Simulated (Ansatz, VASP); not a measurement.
**NaF: VASP beside Ansatz**

Contents of POSCAR:

```
NaF
1.0
    0.0000000000      2.3252762304      2.2972497830
    2.3252762304      0.0000000000      2.2972497830
    2.3252762304      2.3252762304      0.0000000000
Na F
1 1
Direct
    0.0000000000      0.0000000000      0.0000000000
    0.5000000000      0.5000000000      0.5000000000
```

INCAR.step1

```
ALGO     = Normal         # electronic algorithm
EDIFF    = 1E-4           # SCF threshold, eV
ENCUT    = 520            # plane-wave cutoff, eV
GGA      = PE             # functional
ISMEAR   = 0              # smearing method
LASPH    = True           # aspherical terms in the spheres
LCHARG   = False          # write CHGCAR
LREAL    = False          # projectors in reciprocal space
LWAVE    = True           # write WAVECAR
NBANDS   = 14             # bands
NELM     = 60             # most SCF steps
PREC     = Accurate       # precision mode
SIGMA    = 0.01           # smearing width, eV
```

The input INCAR.step2:

```
ALGO     = Normal         # electronic algorithm
EDIFF    = 1E-6           # SCF threshold, eV
ENCUT    = 520            # plane-wave cutoff, eV
ISIF     = 2              # what is computed and relaxed
ISMEAR   = 0              # smearing method
ISTART   = 1            
LASPH    = True           # aspherical terms in the spheres
LCHARG   = False          # write CHGCAR
LMIXTAU  = True         
LREAL    = False          # projectors in reciprocal space
LWAVE    = False          # write WAVECAR
METAGGA  = R2SCAN         # meta-GGA
NBANDS   = 14             # bands
NELM     = 60             # most SCF steps
PREC     = Accurate       # precision mode
SIGMA    = 0.01           # smearing width, eV
```

KPOINTS

```
k-points
0
Gamma
  10 10 10
```

Input for Ansatz:

```yaml
crystal:
  lattice:
    - [0.0, 2.3252762304, 2.297249783]
    - [2.3252762304, 0.0, 2.297249783]
    - [2.3252762304, 2.3252762304, 0.0]
  atoms:
    - { symbol: Na, position: [0.0, 0.0, 0.0] }
    - { symbol: F, position: [0.5, 0.5, 0.5] }
kpoints:
  mp_grid: { grid: [10, 10, 10] }
  band_path:
    path:
      - [0.0, 0.0, 0.0]
      - [0.5, 0.0, 0.5]
      - [0.625, 0.25, 0.625]
      - [0.375, 0.375, 0.75]
      - [0.5, 0.5, 0.5]
      - [0.5, 0.25, 0.75]
    npoints: 1
hamiltonian:
  xc: r2scan
scf:
  occupations: { method: fixed }
  n_extra_bands: 4
output:
  forces: true
  stress: true
  eigenvalues: true
```

Change from the starting cell: biaxial_xy strain +1.2%.

Alike in both runs: task single point; functional r2SCAN; k mesh 10 × 10 × 10; no spin polarisation.

|  | VASP | Ansatz |
| --- | --- | --- |
| version | VASP 6.6.1 | Ansatz 0.2.0 |
| potentials or method | VASP PAW PBE potentials, release 64 (Na_pv, F) | plane waves, PAW |
| plane-wave cutoff (eV) | 520 | 500 |
| occupations | gaussian, width 0.01 eV | fixed |
| valence electrons in the cell | 14 | 16 |

```csv
,VASP,Ansatz,Ansatz less VASP
gap on the k mesh at the Fermi level (eV),7.18,7.14,-0.037
pressure (GPa),-1.8,-1.2,+0.59
"traceless stress, the component that is largest in VASP (GPa)",0.57,0.70,+0.130
```

VASP's potentials were made for PBE, not for r2SCAN. VASP's potentials hold 14 valence electrons a cell and Ansatz's 16, so a difference there can come from the potentials and not from the codes.
